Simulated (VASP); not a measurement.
# KI (I4/mmm) in VASP: a series of runs, part 2 of 4

VASP 6.6.1.

### 3 Electric field gradients, PBEsol (equal xx and yy strain of -1 %)

File INCAR:

```
PREC = Accurate ; ENCUT = 400
EDIFF = 1E-8 ; ISMEAR = -1
SIGMA = 0.01 ; LREAL = False
LASPH = True ; NELM = 120
ALGO = Normal ; ISIF = 2
LWAVE = False ; LCHARG = False
GGA = PS ; LEFG = True
NBANDS = 15 ; GGA_COMPAT = False
```

File KPOINTS:

```
Automatic mesh
0
Gamma
  8 8 8
```

File POSCAR:

```
KI
1.0
    0.0000000000      3.4893045000      3.5245500000
    3.4893045000      0.0000000000      3.5245500000
    3.4893045000      3.4893045000      0.0000000000
K I
1 1
Direct
    0.0000000000      0.0000000000      0.0000000000
    0.5000000000      0.5000000000      0.5000000000
```

Potentials or basis: VASP PAW PBE potentials, release 64 (K_sv, I).

Run with:

```bash
$ cat potpaw_PBE.64/K_sv/POTCAR potpaw_PBE.64/I/POTCAR > POTCAR
$ mpirun -np 1 vasp_std > vasp.out
```

OUTCAR:

```text
PREC = Accurate
   ENCUT = 400
   EDIFF = 1E-8
   ISMEAR = -1
   LREAL = False
   LASPH = True
   NELM = 120
   ISIF = 2
   GGA = PS

 ion  position               nearest neighbor table
   1  0.000  0.000  0.000-   2 3.49   2 3.49   2 3.49   2 3.49   2 3.52   2 3.52
   2  0.500  0.500  0.500-   1 3.49   1 3.49   1 3.49   1 3.49   1 3.52   1 3.52

  LATTYP: Found a body centered tetragonal cell.
 ALAT       =     4.9346217471
 C/A-ratio  =     1.4284985479

  Lattice vectors:

 A1 = (  -3.4893045000,   0.0000000000,   3.5245500000)
 A2 = (   3.4893045000,   0.0000000000,   3.5245500000)
 A3 = (   0.0000000000,   3.4893045000,  -3.5245500000)

Analysis of symmetry for initial positions (statically):
=====================================================================
 Subroutine PRICEL returns:
 Original cell was already a primitive cell.

 Routine SETGRP: Setting up the symmetry group for a
 body centered tetragonal supercell.

 Subroutine GETGRP returns: Found 16 space group operations
 (whereof 16 operations were pure point group operations)
 out of a pool of 16 trial point group operations.

The static configuration has the point symmetry D_4h.

Analysis of symmetry for dynamics (positions and initial velocities):
=====================================================================
 Subroutine PRICEL returns:
 Original cell was already a primitive cell.

 Routine SETGRP: Setting up the symmetry group for a
 body centered tetragonal supercell.

 Subroutine GETGRP returns: Found 16 space group operations
 (whereof 16 operations were pure point group operations)
 out of a pool of 16 trial point group operations.

The dynamic configuration has the point symmetry D_4h.

 Subroutine INISYM returns: Found 16 space group operations
 (whereof 16 operations are pure point group operations),
 and found     1 'primitive' translations

----------------------------------------------------------------------------------------

                                     Primitive cell

  volume of cell :      85.8245

  direct lattice vectors                    reciprocal lattice vectors
     0.000000000  3.489304500  3.524550000    -0.143295032  0.143295032  0.141862082
     3.489304500  0.000000000  3.524550000     0.143295032 -0.143295032  0.141862082
     3.489304500  3.489304500  0.000000000     0.143295032  0.143295032 -0.141862082

  length of vectors
     4.959606698  4.959606698  4.934621747     0.247369729  0.247369729  0.247369729

  position of ions in fractional coordinates (direct lattice)
     0.000000000  0.000000000  0.000000000
     0.500000000  0.500000000  0.500000000

  ion indices of the primitive-cell ions
   primitive index   ion index
                 1           1
                 2           2

----------------------------------------------------------------------------------------

 KPOINTS: Automatic mesh
[... 84 lines left out ...]
   EFERMI_NEDOS =   21; number of points for ismear=-14 and -15
   IALGO  =     38    algorithm
   IMIX   =      4    mixing-type and parameters
     AMIX     =   0.40;   BMIX     =  1.00
     AMIX_MAG =   1.60;   BMIX_MAG =  1.00
  volume/ion in A,a.u.               =      42.91       289.59
  Fermi-wavevector in a.u.,A,eV,Ry     =   0.935214  1.767298 11.900000  0.874625
  Thomas-Fermi vector in A             =   2.062098
   LORBIT       =      0    0 simple, 1 ext, 2 COOP (PROOUT), +10 PAW based schemes
   GGA     = PS    functional components
   LHFCALC =     F    Hartree Fock is set to
   AEXX    =    0.0000 exact exchange contribution
   IVDW    =     0    specifies the selected vdW correction
   LEPSILON=     F    determine dielectric tensor
   LRPA    =     F    only Hartree local field effects (RPA)
 non-spin polarized calculation
  energy-cutoff  :      400.00
  volume of cell :       85.82
 maximum number of plane-waves:      1584
   NGX = 17   NGY = 17   NGZ = 17

 number of electron      16.0000004 magnetization

 Free energy of the ion-electron system (eV)
  ---------------------------------------------------
  ext. energy  EPLUGINS =         0.00000000
  ---------------------------------------------------
  free energy    TOTEN  =        -5.81557289 eV

  energy without entropy =       -5.81557289  energy(sigma->0) =       -5.81557289

 E-fermi :  -0.0920     XC(G=0):  -7.4525

 val. band max:       -0.3657430061   @ k =   0.0000   0.0000   0.0000
 cond. band min:       3.5052016041   @ k =   0.0000   0.0000   0.0000
 fundamental gap:      3.8709446102
 Fermi energy:        -0.0920118005

 k-point     1 :       0.0000    0.0000    0.0000
  band No.  band energies     occupation
      1     -28.6463      2.00000
      2     -12.2027      2.00000
      3     -12.2027      2.00000
      4     -12.2016      2.00000
      5     -10.9465      2.00000
      6      -0.3691      2.00000
      7      -0.3657      2.00000
      8      -0.3657      2.00000
      9       3.5052      0.00000
     10       6.0042      0.00000
     11       6.0674      0.00000
     12       6.0674      0.00000
     13       6.7858      0.00000
     14       6.8263      0.00000
[... 401 lines left out ...]
      2     -12.3400      2.00000
      3     -12.2090      2.00000
      4     -12.2076      2.00000
      5     -10.6968      2.00000
      6      -1.4772      2.00000
      7      -0.7205      2.00000
      8      -0.6638      2.00000
      9       5.0475      0.00000
     10       6.0884      0.00000
     11       7.2892      0.00000
     12       7.3549      0.00000
     13       7.9856      0.00000
     14       8.0443      0.00000
     15       9.6677      0.00000

 [... further k-points ...]

------------------------ aborting loop because EDIFF is reached ----------------------------------------

  FORCE on cell =-STRESS in cart. coord.  units (eV):
  Direction    XX          YY          ZZ          XY          YZ          ZX
  --------------------------------------------------------------------------------------
  -------------------------------------------------------------------------------------
  Total        0.0841962      0.0841962     -0.0578264      0.0000000      0.0000000     -0.0000000
  in kB        1.5717802      1.5717802     -1.0795061      0.0000000      0.0000000     -0.0000000
  external PRESSURE =       0.6880181 kB  Pullay stress =       0.0000000 kB

 VOLUME and BASIS-vectors are now :
 -----------------------------------------------------------------------------
  energy-cutoff  :      400.00
  volume of cell :       85.82
      direct lattice vectors                 reciprocal lattice vectors
     0.000000000  3.489304500  3.524550000    -0.143295032  0.143295032  0.141862082
     3.489304500  0.000000000  3.524550000     0.143295032 -0.143295032  0.141862082
     3.489304500  3.489304500  0.000000000     0.143295032  0.143295032 -0.141862082

 POSITION                                       TOTAL-FORCE (eV/Angst)
 -----------------------------------------------------------------------------------
      0.00000      0.00000      0.00000        -0.000000      0.000000      0.000000
      3.48930      3.48930      3.52455         0.000000     -0.000000      0.000000
 -----------------------------------------------------------------------------------
    total drift:                                0.000000     -0.000000     -0.000000

  FREE ENERGIE OF THE ION-ELECTRON SYSTEM (eV)
  ---------------------------------------------------
  free  energy   TOTEN  =        -5.8155728880 eV

  energy  without entropy=       -5.8155728880  energy(sigma->0) =       -5.81557289

 Electric field gradients (V/A^2)
---------------------------------------------------------------------
 ion       V_xx      V_yy      V_zz      V_xy      V_xz      V_yz
---------------------------------------------------------------------
   1      -0.702    -0.702     1.405     0.000     0.000     0.000
   2      -1.271    -1.271     2.543     0.000     0.000     0.000
---------------------------------------------------------------------

 Electric field gradients after diagonalization (V/A^2)
 (convention: |V_zz| > |V_xx| > |V_yy|)
----------------------------------------------------------------------
 ion       V_xx      V_yy      V_zz     asymmetry (V_yy - V_xx)/ V_zz
----------------------------------------------------------------------
   1      -0.703    -0.702     1.405       0.000
   2      -1.272    -1.271     2.543       0.000
----------------------------------------------------------------------

           NMR quadrupolar parameters

 Cq : quadrupolar parameter    Cq=e*Q*V_zz/h
 eta: asymmetry parameters     (V_yy - V_xx)/ V_zz
 Q  : nuclear electric quadrupole moment in mb (millibarn)
----------------------------------------------------------------------
 ion       Cq(MHz)       eta       Q (mb)
----------------------------------------------------------------------
   1       0.003       0.000       1.000
   2       0.006       0.000       1.000
----------------------------------------------------------------------
```

Wall time 32 s (1 thread of Intel Xeon 8259CL, shared host); peak memory 0.2 GiB.

Results:

```yaml
Free_energy: -5.8156 eV
Pressure: 0.1 GPa
Band_gap_on_the_k_mesh: 3.87 eV
Largest_electric_field_gradient_by_atom: K +1.4; I +2.5 V/Å²
```

Levels at points of the mesh, in eV from the valence-band top:
```tsv
k point	band 5	band 6	band 7	band 8	band 9	band 10	band 11	band 12
(0.00, 0.00, 0.00)	-10.58	0.00	0.00	0.00	3.87	6.37	6.43	6.43
(0.50, 0.00, 0.00)	-10.25	-1.42	-0.37	-0.37	5.41	7.68	8.08	8.16
(0.50, 0.50, 0.00)	-10.43	-1.07	-0.38	-0.38	4.78	5.73	8.08	8.76
(0.50, 0.00, 0.50)	-10.42	-1.06	-0.40	-0.39	4.77	5.73	8.11	8.76
```

Electric field gradients, principal values (V/Å²):
```
atom   least  middle  greatest (by size)
 1 K  -0.702  -0.703               1.405
 2 I  -1.271  -1.272               2.543
```

Caveat: the cell differs from its parent crystal (equal xx and yy strain of -1 %); without QUAD_EFG the Cq values of the log hold for a quadrupole moment of 1 mb, not for the nuclei; the PAW data sets were made with another functional, which shifts forces and pressure a little; spin-orbit coupling is left out, which moves the levels of the heavy elements.

### 4 Electric field gradients, PBEsol (equal xx and yy strain of -1 %)

File INCAR:

```
SYSTEM = KI
PREC     = Accurate       ! precision mode
ENCUT    = 400            ! plane-wave cutoff, eV
EDIFF    = 1E-8           ! SCF threshold, eV
ISMEAR   = -1             ! smearing method
SIGMA    = 0.01           ! smearing width, eV
LREAL    = .FALSE.        ! projectors in reciprocal space
LASPH    = .TRUE.         ! aspherical terms in the spheres
NELM     = 120            ! most SCF steps
ALGO     = Normal         ! electronic algorithm
ISIF     = 2              ! what is computed and relaxed
LWAVE    = .FALSE.        ! write WAVECAR
LCHARG   = .FALSE.        ! write CHGCAR
GGA      = PS             ! functional
LEFG     = .TRUE.       
NBANDS   = 15             ! bands
GGA_COMPAT= .FALSE.
```

File KPOINTS:

```
regular mesh
0
G
  8 8 8
  0 0 0
```

POSCAR is that of step 3.

Potentials or basis: VASP PAW PBE potentials, release 64 (K_sv, I).

Run with:

```bash
$ cat potpaw_PBE.64/K_sv/POTCAR potpaw_PBE.64/I/POTCAR > POTCAR
$ mpirun -np 1 vasp_std > vasp.out
```

OUTCAR:

```text
SYSTEM = KI
   PREC = Accurate
   ENCUT = 400
   EDIFF = 1E-8
   ISMEAR = -1
   LREAL = .FALSE.
   LASPH = .TRUE.
   NELM = 120
   ISIF = 2
   GGA = PS

 ion  position               nearest neighbor table
   1  0.000  0.000  0.000-   2 3.49   2 3.49   2 3.49   2 3.49   2 3.52   2 3.52
   2  0.500  0.500  0.500-   1 3.49   1 3.49   1 3.49   1 3.49   1 3.52   1 3.52

  LATTYP: Found a body centered tetragonal cell.
 ALAT       =     4.9346217471
 C/A-ratio  =     1.4284985479

  Lattice vectors:

 A1 = (  -3.4893045000,   0.0000000000,   3.5245500000)
 A2 = (   3.4893045000,   0.0000000000,   3.5245500000)
 A3 = (   0.0000000000,   3.4893045000,  -3.5245500000)

Analysis of symmetry for initial positions (statically):
=====================================================================
 Subroutine PRICEL returns:
 Original cell was already a primitive cell.

 Routine SETGRP: Setting up the symmetry group for a
[... 622 lines left out ...]
      direct lattice vectors                 reciprocal lattice vectors
     0.000000000  3.489304500  3.524550000    -0.143295032  0.143295032  0.141862082
     3.489304500  0.000000000  3.524550000     0.143295032 -0.143295032  0.141862082
     3.489304500  3.489304500  0.000000000     0.143295032  0.143295032 -0.141862082

 POSITION                                       TOTAL-FORCE (eV/Angst)
 -----------------------------------------------------------------------------------
      0.00000      0.00000      0.00000        -0.000000      0.000000      0.000000
      3.48930      3.48930      3.52455         0.000000     -0.000000      0.000000
 -----------------------------------------------------------------------------------
    total drift:                                0.000000     -0.000000     -0.000000

  FREE ENERGIE OF THE ION-ELECTRON SYSTEM (eV)
  ---------------------------------------------------
  free  energy   TOTEN  =        -5.8155728880 eV

  energy  without entropy=       -5.8155728880  energy(sigma->0) =       -5.81557289

 Electric field gradients (V/A^2)
---------------------------------------------------------------------
 ion       V_xx      V_yy      V_zz      V_xy      V_xz      V_yz
---------------------------------------------------------------------
   1      -0.702    -0.702     1.405     0.000     0.000     0.000
   2      -1.271    -1.271     2.543     0.000     0.000     0.000
---------------------------------------------------------------------

 Electric field gradients after diagonalization (V/A^2)
 (convention: |V_zz| > |V_xx| > |V_yy|)
----------------------------------------------------------------------
 ion       V_xx      V_yy      V_zz     asymmetry (V_yy - V_xx)/ V_zz
----------------------------------------------------------------------
   1      -0.703    -0.702     1.405       0.000
   2      -1.272    -1.271     2.543       0.000
----------------------------------------------------------------------

           NMR quadrupolar parameters

 Cq : quadrupolar parameter    Cq=e*Q*V_zz/h
 eta: asymmetry parameters     (V_yy - V_xx)/ V_zz
 Q  : nuclear electric quadrupole moment in mb (millibarn)
----------------------------------------------------------------------
 ion       Cq(MHz)       eta       Q (mb)
----------------------------------------------------------------------
   1       0.003       0.000       1.000
   2       0.006       0.000       1.000
----------------------------------------------------------------------
```

stdout:

```text
POSCAR found type information on POSCAR K I
 POSCAR found :  2 types and       2 ions
 scaLAPACK will be used
 -----------------------------------------------------------------------------
|                                                                             |
|                                                                             |
|     You enforced a specific xc type in the INCAR file but a different       |
|     I HOPE YOU KNOW WHAT YOU ARE DOING!                                     |
|                                                                             |
 -----------------------------------------------------------------------------

 LDA part: xc-table for (Slater+PW92), standard interpolation
 POSCAR, INCAR and KPOINTS ok, starting setup
 FFT: planning ... GRIDC
 FFT: planning ... GRID_SOFT
 FFT: planning ... GRID
 WAVECAR not read
 entering main loop
ion   1

ion   2
```

It took 34 s on 1 thread of Intel Xeon 8259CL, shared host; peak memory 0.2 GiB.

What came out:

| Property | Result |
| --- | --- |
| Free energy | -5.8156 eV |
| Pressure | 0.1 GPa |
| Band gap on the k mesh | 3.87 eV |
| Largest electric field gradient by atom | K +1.4; I +2.5 V/Å² |

Stress tensor (GPa, compression positive):
```
 0.16  0.00  0.00
 0.00  0.16  0.00
 0.00  0.00 -0.11
```

Electric field gradients, principal values (V/Å²):
| atom | least | middle | greatest (by size) |
| --- | --- | --- | --- |
| 1 K | -0.702 | -0.703 | 1.405 |
| 2 I | -1.271 | -1.272 | 2.543 |

Caveat: the cell differs from its parent crystal (equal xx and yy strain of -1 %); without QUAD_EFG the Cq values of the log hold for a quadrupole moment of 1 mb, not for the nuclei; the PAW data sets were made with another functional, which shifts forces and pressure a little; spin-orbit coupling is left out, which moves the levels of the heavy elements. A k mesh can miss the band edges.

(Continued in part 3 of 4.)
